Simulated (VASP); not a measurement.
# Zr (Fm-3m) in VASP: single point with PBE

Aim: the single point of Zr with PBE.

Program: VASP 6.6.1. These are calculated values, not measurements. Logs are shortened: lines on timing, memory, paths and dates and some standing lists are left out, and cuts for length are marked.

### Step 1. The cell of the first run

It takes space group Fm-3m (No. 225, cubic). The conventional cell has a = 4.530 Å, b = 4.530 Å, c = 4.530 Å, α = 90.00°, β = 90.00°, γ = 90.00°. Zr (site symmetry m-3m) has 12 Zr at 3.20 Å within 4.2 Å.

### Step 2. Single point, PBE

File INCAR:

```
SYSTEM = Zr
ALGO = Fast
EDIFF = 1E-7
ENCUT = 520
GGA = PE
ISIF = 2
ISMEAR = 0
LASPH = .True.
LCHARG = .True.
LELF = .True.
LREAL = .False.
LVHAR = .True.
LWAVE = .False.
NBANDS = 12
NELM = 100
PREC = Accurate
SIGMA = 0.05
```

File KPOINTS:

```
k-points
0
Gamma
  16 16 16
  0 0 0
```

File POSCAR:

```
Zr
1.0
    0.0000000000      2.2651553026      2.2651553026
    2.2651553026      0.0000000000      2.2651553026
    2.2651553026      2.2651553026      0.0000000000
Zr
1
Direct
    0.0000000000      0.0000000000      0.0000000000
```

Potentials or basis: VASP PAW PBE potentials, release 64 (Zr_sv).

Command:

```
$ cat potpaw_PBE.64/Zr_sv/POTCAR > POTCAR
$ mpirun -np 1 vasp_std > vasp.out
```

OUTCAR:

```text
SYSTEM = Zr
   EDIFF = 1E-7
   ENCUT = 520
   GGA = PE
   ISIF = 2
   ISMEAR = 0
   LASPH = .True.
   LREAL = .False.
   NELM = 100
   PREC = Accurate

 ion  position               nearest neighbor table
   1  0.000  0.000  0.000-

  LATTYP: Found a face centered cubic cell.
 ALAT       =     4.5303106052

  Lattice vectors:

 A1 = (   0.0000000000,   2.2651553026,   2.2651553026)
 A2 = (   2.2651553026,   0.0000000000,   2.2651553026)
 A3 = (   2.2651553026,   2.2651553026,   0.0000000000)

Analysis of symmetry for initial positions (statically):
=====================================================================
 Subroutine PRICEL returns:
 Original cell was already a primitive cell.

 Routine SETGRP: Setting up the symmetry group for a
 face centered cubic supercell.

 Subroutine GETGRP returns: Found 48 space group operations
 (whereof 48 operations were pure point group operations)
 out of a pool of 48 trial point group operations.

The static configuration has the point symmetry O_h .

Analysis of symmetry for dynamics (positions and initial velocities):
=====================================================================
 Subroutine PRICEL returns:
 Original cell was already a primitive cell.

 Routine SETGRP: Setting up the symmetry group for a
 face centered cubic supercell.

 Subroutine GETGRP returns: Found 48 space group operations
 (whereof 48 operations were pure point group operations)
 out of a pool of 48 trial point group operations.

The dynamic configuration has the point symmetry O_h .

 Subroutine INISYM returns: Found 48 space group operations
 (whereof 48 operations are pure point group operations),
 and found     1 'primitive' translations

----------------------------------------------------------------------------------------

                                     Primitive cell

  volume of cell :      23.2447

  direct lattice vectors                    reciprocal lattice vectors
     0.000000000  2.265155303  2.265155303    -0.220735417  0.220735417  0.220735417
     2.265155303  0.000000000  2.265155303     0.220735417 -0.220735417  0.220735417
     2.265155303  2.265155303  0.000000000     0.220735417  0.220735417 -0.220735417

  length of vectors
     3.203413350  3.203413350  3.203413350     0.382324957  0.382324957  0.382324957

  position of ions in fractional coordinates (direct lattice)
     0.000000000  0.000000000  0.000000000

  ion indices of the primitive-cell ions
   primitive index   ion index
                 1           1
[... 80 lines left out ...]
   POTIM  = 0.5000    time-step for ionic-motion
   TEBEG  =    0.0;   TEEND  =   0.0 temperature during run
   PSTRESS=    0.0 pullay stress
   NELECT =      12.0000    total number of electrons
   NUPDOWN=      -1.0000    fix difference up-down
   EMIN   =  10.00;   EMAX   =-10.00  energy-range for DOS
   EFERMI =   0.00;   METHOD = LEGACY
   ISMEAR =     0;   SIGMA  =   0.05  broadening in eV -4-tet -1-fermi 0-gaus
   EFERMI_NEDOS =   21; number of points for ismear=-14 and -15
   IALGO  =     68    algorithm
   IMIX   =      4    mixing-type and parameters
     AMIX     =   0.40;   BMIX     =  1.00
     AMIX_MAG =   1.60;   BMIX_MAG =  1.00
  volume/ion in A,a.u.               =      23.24       156.86
  Fermi-wavevector in a.u.,A,eV,Ry     =   1.313290  2.481758 23.466380  1.724730
  Thomas-Fermi vector in A             =   2.443623
   LORBIT       =      0    0 simple, 1 ext, 2 COOP (PROOUT), +10 PAW based schemes
   GGA     = PE    functional components
   LHFCALC =     F    Hartree Fock is set to
   AEXX    =    0.0000 exact exchange contribution
   IVDW    =     0    specifies the selected vdW correction
   LEPSILON=     F    determine dielectric tensor
   LRPA    =     F    only Hartree local field effects (RPA)
 non-spin polarized calculation
 RMM-DIIS sequential band-by-band and
 Gauss-broadening in eV      SIGMA  =   0.05
  energy-cutoff  :      520.00
  volume of cell :       23.24
 maximum number of plane-waves:       639
   NGX = 11   NGY = 11   NGZ = 11

 number of electron      12.0000000 magnetization

 Free energy of the ion-electron system (eV)
  ---------------------------------------------------
  ext. energy  EPLUGINS =         0.00000000
  ---------------------------------------------------
  free energy    TOTEN  =        -8.47996675 eV

  energy without entropy =       -8.47656368  energy(sigma->0) =       -8.47826521

 E-fermi :   8.9108     XC(G=0): -11.0889

 val. band max:        8.9065801959   @ k =   0.1875   0.1250   0.0000
 cond. band min:       8.9174224123   @ k =   0.2500   0.0000   0.0000
 fundamental gap:      0.0108422164
 Fermi energy:         8.9107511910

 k-point     1 :       0.0000    0.0000    0.0000
  band No.  band energies     occupation
      1     -39.7957      2.00000
      2     -17.3104      2.00000
      3     -17.3104      2.00000
      4     -17.3104      2.00000
      5       3.3507      2.00000
      6       9.8864      0.00000
      7       9.8864      0.00000
      8       9.8864      0.00000
      9      12.3019      0.00000
     10      12.3019      0.00000
     11      19.4050      0.00000
     12      23.5840      0.00000
[... 331 lines left out ...]
 k-point    24 :      -0.0625    0.0625    0.0000
  band No.  band energies     occupation
      1     -39.7819      2.00000
      2     -17.4044      2.00000
      3     -17.3375      2.00000
      4     -17.3167      2.00000
      5       3.6821      2.00000
      6       9.5793      0.00000
      7      10.0330      0.00000
      8      10.0580      0.00000
      9      12.0184      0.00000
     10      12.2963      0.00000
     11      20.1027      0.00000
     12      22.5340      0.00000

 [... further k-points ...]

------------------------ aborting loop because EDIFF is reached ----------------------------------------

  FORCE on cell =-STRESS in cart. coord.  units (eV):
  Direction    XX          YY          ZZ          XY          YZ          ZX
  --------------------------------------------------------------------------------------
  -------------------------------------------------------------------------------------
  Total       -0.0365628     -0.0365628     -0.0365628     -0.0000000      0.0000000     -0.0000000
  in kB       -2.5201486     -2.5201486     -2.5201486     -0.0000000      0.0000000     -0.0000000
  external PRESSURE =      -2.5201486 kB  Pullay stress =       0.0000000 kB

 VOLUME and BASIS-vectors are now :
 -----------------------------------------------------------------------------
  energy-cutoff  :      520.00
  volume of cell :       23.24
      direct lattice vectors                 reciprocal lattice vectors
     0.000000000  2.265155303  2.265155303    -0.220735417  0.220735417  0.220735417
     2.265155303  0.000000000  2.265155303     0.220735417 -0.220735417  0.220735417
     2.265155303  2.265155303  0.000000000     0.220735417  0.220735417 -0.220735417

 POSITION                                       TOTAL-FORCE (eV/Angst)
 -----------------------------------------------------------------------------------
      0.00000      0.00000      0.00000        -0.000000      0.000000      0.000000
 -----------------------------------------------------------------------------------
    total drift:                                0.000000      0.000000     -0.000000

  FREE ENERGIE OF THE ION-ELECTRON SYSTEM (eV)
  ---------------------------------------------------
  free  energy   TOTEN  =        -8.4799667510 eV

  energy  without entropy=       -8.4765636759  energy(sigma->0) =       -8.47826521
```

Run time: 33 s. Hardware: 1 thread of Intel Xeon Platinum 8375C at 2.90GHz (Ice Lake), shared host; peak memory 0.16 GiB.

Results:

* Free energy: -8.4800 eV
* Pressure: -0.3 GPa
* Band gap on the k mesh: zero (band 6 reaches 9.89 eV, above the bottom of band 7 at 8.52 eV)
